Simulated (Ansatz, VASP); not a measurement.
# BP in VASP and in Ansatz

```
B P
1.0
     0.00000    2.26832    2.26832
     2.26832    0.00000    2.26832
     2.26832    2.26832    0.00000
B P
1 1
Direct
  0.00000 0.00000 0.00000
  0.25000 0.25000 0.25000
```

Alike in both runs: task single point; functional r2SCAN0; k mesh 6 × 6 × 6; no spin polarisation.

```csv
,VASP,Ansatz
version,VASP 6.6.1,Ansatz 0.2.0
potentials or method,"VASP PAW PBE potentials, release 64 (B, P)","plane waves, PAW"
plane-wave cutoff (eV),520,500
occupations,"gaussian, width 0.01 eV",fixed
valence electrons in the cell,8,8
```

|  | VASP | Ansatz | Ansatz less VASP |
| --- | --- | --- | --- |
| gap on the k mesh at the Fermi level (eV) | 2.89 | 2.84 | -0.050 |
| pressure (GPa) | -2.7 | -2.0 | +0.73 |

VASP's potentials were made for PBE, not for r2SCAN0. Ansatz's warnings: stress exchange threshold loose, stress scf threshold loose.
